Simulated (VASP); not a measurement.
# B (R-3m) in VASP: a series of runs, part 2 of 2

VASP 6.6.1. The steps go on from the part before.

## Step 3: Single point, LDA

Contents of INCAR:

```
PREC     = Accurate       # precision mode
ENCUT    = 520            # plane-wave cutoff, eV
EDIFF    = 1E-6           # SCF threshold, eV
ISMEAR   = 0              # smearing method
SIGMA    = 0.05           # smearing width, eV
LREAL    = F              # projectors in reciprocal space
LASPH    = T              # aspherical terms in the spheres
NELM     = 100            # most SCF steps
ALGO     = Normal         # electronic algorithm
ISIF     = 2              # what is computed and relaxed
LWAVE    = F              # write WAVECAR
LCHARG   = F              # write CHGCAR
GGA      = CA             # functional
NBANDS   = 30             # bands
```

Contents of KPOINTS:

```
regular mesh
0
Gamma
  8 8 8
```

Contents of POSCAR:

```
B
1.0
    2.4205986456      1.3975332796      4.1310768702
   -2.4205986456      1.3975332796      4.1310768702
    0.0000000000     -2.7950665592      4.1310768702
B
12
Direct
    0.0104577016      0.6543323488      0.0104577016
    0.0104577016      0.0104577016      0.6543323488
    0.6543323488      0.0104577016      0.0104577016
    0.9895422984      0.3456676512      0.9895422984
    0.9895422984      0.9895422984      0.3456676512
    0.3456676512      0.9895422984      0.9895422984
    0.2214732242      0.6299491612      0.2214732242
    0.2214732242      0.2214732242      0.6299491612
    0.6299491612      0.2214732242      0.2214732242
    0.7785267758      0.3700508388      0.7785267758
    0.7785267758      0.7785267758      0.3700508388
    0.3700508388      0.7785267758      0.7785267758
```

Potentials or basis: VASP PAW LDA potentials, release 64 (B).

Command:

```console
> cat potpaw_LDA.64/B/POTCAR > POTCAR
> mpirun -np 1 vasp_std > vasp.out
```

OUTCAR:

```text
PREC = Accurate
   ENCUT = 520
   EDIFF = 1E-6
   ISMEAR = 0
   LREAL = F
   LASPH = T
   NELM = 100
   ISIF = 2
   GGA = CA

 ion  position               nearest neighbor table
   1  0.010  0.654  0.010-   4 1.66   2 1.72   3 1.72   7 1.77  12 1.78  11 1.78
   2  0.010  0.010  0.654-   5 1.66   3 1.72   1 1.72   8 1.77  10 1.78  12 1.78
   3  0.654  0.010  0.010-   6 1.66   2 1.72   1 1.72   9 1.77  10 1.78  11 1.78
   4  0.990  0.346  0.990-   1 1.66   5 1.72   6 1.72  10 1.77   9 1.78   8 1.78
   5  0.990  0.990  0.346-   2 1.66   4 1.72   6 1.72  11 1.77   9 1.78   7 1.78
[... 1025 lines left out ...]
 -----------------------------------------------------------------------------
  energy-cutoff  :      520.00
  volume of cell :       83.85
      direct lattice vectors                 reciprocal lattice vectors
     2.420598646  1.397533280  4.131076870     0.206560473  0.119257744  0.080689211
    -2.420598646  1.397533280  4.131076870    -0.206560473  0.119257744  0.080689211
     0.000000000 -2.795066559  4.131076870     0.000000000 -0.238515489  0.080689211

 POSITION                                       TOTAL-FORCE (eV/Angst)
 -----------------------------------------------------------------------------------
     -1.55856      0.89984      2.78950         0.014487     -0.008364     -0.011378
      0.00000     -1.79967      2.78950         0.000000      0.016728     -0.011378
      1.55856      0.89984      2.78950        -0.014487     -0.008364     -0.011378
      1.55856     -0.89984      9.60373        -0.014487      0.008364      0.011378
      0.00000      1.79967      9.60373         0.000000     -0.016728      0.011378
     -1.55856     -0.89984      9.60373         0.014487      0.008364      0.011378
     -0.98876      0.57086      4.43221         0.009607     -0.005547      0.009333
      0.00000     -1.14172      4.43221         0.000000      0.011094      0.009333
      0.98876      0.57086      4.43221        -0.009607     -0.005547      0.009333
      0.98876     -0.57086      7.96102        -0.009607      0.005547     -0.009333
      0.00000      1.14172      7.96102         0.000000     -0.011094     -0.009333
     -0.98876     -0.57086      7.96102         0.009607      0.005547     -0.009333
 -----------------------------------------------------------------------------------
    total drift:                                0.000000     -0.000000      0.000000

  FREE ENERGIE OF THE ION-ELECTRON SYSTEM (eV)
  ---------------------------------------------------
  free  energy   TOTEN  =       -89.6098434660 eV

  energy  without entropy=      -89.6098434660  energy(sigma->0) =      -89.60984347
```

OSZICAR:

```text
N       E                     dE             d eps       ncg     rms          rms(c)
DAV:   1     0.654247718762E+02    0.65425E+02   -0.16811E+04  3900   0.110E+03
DAV:   2    -0.896056311845E+02   -0.15503E+03   -0.14801E+03  4880   0.222E+02
DAV:   3    -0.951734138370E+02   -0.55678E+01   -0.55205E+01  5200   0.376E+01
DAV:   4    -0.952121290046E+02   -0.38715E-01   -0.38673E-01  5078   0.328E+00
DAV:   5    -0.952125225857E+02   -0.39358E-03   -0.39352E-03  5080   0.317E-01    0.108E+01
DAV:   6    -0.906782823906E+02    0.45342E+01   -0.51196E+00  4452   0.115E+01    0.568E+00
DAV:   7    -0.896603057083E+02    0.10180E+01   -0.25199E+00  4750   0.766E+00    0.178E+00
DAV:   8    -0.896118842863E+02    0.48421E-01   -0.31291E-01  4726   0.290E+00    0.458E-01
DAV:   9    -0.896105060529E+02    0.13782E-02   -0.30083E-02  4696   0.943E-01    0.167E-01
DAV:  10    -0.896098872652E+02    0.61879E-03   -0.42045E-03  4660   0.364E-01    0.478E-02
DAV:  11    -0.896098671616E+02    0.20104E-04   -0.22181E-04  5012   0.834E-02    0.169E-02
DAV:  12    -0.896098425050E+02    0.24657E-04   -0.59352E-05  4810   0.425E-02    0.477E-03
DAV:  13    -0.896098435835E+02   -0.10784E-05   -0.91611E-06  4972   0.148E-02    0.204E-03
DAV:  14    -0.896098434660E+02    0.11747E-06   -0.56670E-07  3088   0.392E-03
   1 F= -.89609843E+02 E0= -.89609843E+02  d E =-.267764E-18
```

It took 94 s on 1 thread of Intel Xeon 6975P-C (Granite Rapids), shared host; peak memory 0.24 GiB.

What came out:

```
Free energy            : -89.6098 eV
Pressure               : 0.3 GPa
Largest force          : 0.020 eV/Å
Band gap on the k mesh : 1.37 eV, indirect (least direct gap 1.72 eV)
```

Forces on the atoms (eV/Å):
```
B    0.014 -0.008 -0.011
B    0.000  0.017 -0.011
B   -0.014 -0.008 -0.011
B   -0.014  0.008  0.011
B    0.000 -0.017  0.011
B    0.014  0.008  0.011
B    0.010 -0.006  0.009
B    0.000  0.011  0.009
B   -0.010 -0.006  0.009
B   -0.010  0.006 -0.009
B    0.000 -0.011 -0.009
B    0.010  0.006 -0.009
```

A k mesh can miss the band edges.

## Step 4: Relaxation of cell and atoms, LDA

This run uses another cell than the first one, of 7.28 Å³/atom, 1.042 times its volume.

Contents of INCAR:

```
PREC = Accurate
ENCUT = 600
EDIFF = 1E-6
ISMEAR = 0
SIGMA = 0.05
LREAL = False
LASPH = True
NELM = 100
ALGO = Normal
ISIF = 3
LWAVE = False
LCHARG = False
GGA = CA
IBRION = 2
NSW = 80
EDIFFG = -0.01
```

Contents of KPOINTS:

```
Automatic mesh
0
Gamma
  8 8 8
```

Contents of POSCAR:

```
B
1.0
    2.4540000000      1.4168175606      4.1885300000
   -2.4540000000      1.4168175606      4.1885300000
    0.0000000000     -2.8336351212      4.1885300000
B
12
Direct
    0.0104000000      0.6572900000      0.0104000000
    0.0104000000      0.0104000000      0.6572900000
    0.6572900000      0.0104000000      0.0104000000
    0.9896000000      0.3427100000      0.9896000000
    0.9896000000      0.9896000000      0.3427100000
    0.3427100000      0.9896000000      0.9896000000
    0.2206000000      0.6323000000      0.2206000000
    0.2206000000      0.2206000000      0.6323000000
    0.6323000000      0.2206000000      0.2206000000
    0.7794000000      0.3677000000      0.7794000000
    0.7794000000      0.7794000000      0.3677000000
    0.3677000000      0.7794000000      0.7794000000
```

Command:

```console
> cat potpaw_LDA.64/B/POTCAR > POTCAR
> mpirun -np 1 vasp_std > vasp.out
```

Wall time 9.7 min (1 thread of Intel Xeon 6975P-C (Granite Rapids), shared host); peak memory 0.28 GiB.

It converged, with:

| Property | Result |
| --- | --- |
| Free energy | -89.6225 eV |
| Relaxed volume | 6.99 Å³/atom |
| Relaxed cell | a = 4.989 Å, b = 4.989 Å, c = 4.989 Å, α = 58.07°, β = 58.07°, γ = 58.07° |
| Space group after relaxing (to 0.05 Å) | R-3m (No. 166) |
| Energy gained by relaxing | 10.3 meV/atom |
| Ionic steps | 8 |
| Pressure after relaxing | 0.0 GPa |
| Largest force after relaxing | 0.006 eV/Å |
| Band gap on the k mesh | 1.37 eV, indirect (least direct gap 1.72 eV) |

Forces on the atoms (eV/Å):
```
B    0.001  0.000 -0.006
B    0.000  0.001 -0.006
B   -0.001  0.000 -0.006
B   -0.001  0.000  0.006
B    0.000 -0.001  0.006
B    0.001  0.000  0.006
B   -0.001  0.000 -0.001
B    0.000 -0.001 -0.001
B    0.001  0.000 -0.001
B    0.001  0.000  0.001
B    0.000  0.001  0.001
B   -0.001  0.000  0.001
```

Stress tensor (GPa, compression positive):
```
-0.03  0.00  0.00
 0.00 -0.03  0.00
 0.00  0.00  0.09
```

Step by step:
```tsv
step	energy change (eV)	largest force (eV/Å)	pressure (GPa)	volume (Å³)
1	0.0000	0.6550	-8.29	87.38
2	-0.0452	0.9616	4.57	82.70
3	-0.1121	0.2198	-1.33	84.66
4	-0.1198	0.2189	0.94	83.68
5	-0.1219	0.0901	0.20	83.99
6	-0.1228	0.0567	-0.18	83.95
7	-0.1231	0.0310	-0.05	83.96
8	-0.1233	0.0064	0.01	83.94
```

Final structure:
```xyz
12
Lattice="2.4215 1.3981 4.1322 -2.4215 1.3981 4.1322 0.0000 -2.7961 4.1322" Properties=species:S:1:pos:R:3 pbc="T T T"
B    -1.5589    0.9000    2.7902
B     0.0000   -1.8001    2.7902
B     1.5589    0.9000    2.7902
B     1.5589   -0.9000    9.6063
B     0.0000    1.8001    9.6063
B    -1.5589   -0.9000    9.6063
B    -0.9890    0.5710    4.4338
B     0.0000   -1.1420    4.4338
B     0.9890    0.5710    4.4338
B     0.9890   -0.5710    7.9627
B     0.0000    1.1420    7.9627
B    -0.9890   -0.5710    7.9627
```

Levels at points of the mesh, in eV from the valence-band top:
| k point | band 14 | band 15 | band 16 | band 17 | band 18 | band 19 | band 20 | band 21 | band 22 | band 23 |
| --- | --- | --- | --- | --- | --- | --- | --- | --- | --- | --- |
| (0.00, 0.00, 0.00) | -4.59 | -1.46 | -0.79 | -0.79 | -0.37 | 1.37 | 4.66 | 4.66 | 4.78 | 4.78 |
| (0.50, 0.00, 0.00) | -3.18 | -2.78 | -1.94 | -1.75 | -0.52 | 1.95 | 3.38 | 3.65 | 5.06 | 5.09 |
| (0.50, 0.50, 0.00) | -3.34 | -3.04 | -2.57 | -2.17 | -1.89 | 1.50 | 2.69 | 2.98 | 3.59 | 5.44 |
| (0.50, 0.50, 0.50) | -3.21 | -3.09 | -1.95 | -1.95 | 0.00 | 2.61 | 2.83 | 2.83 | 5.09 | 5.09 |
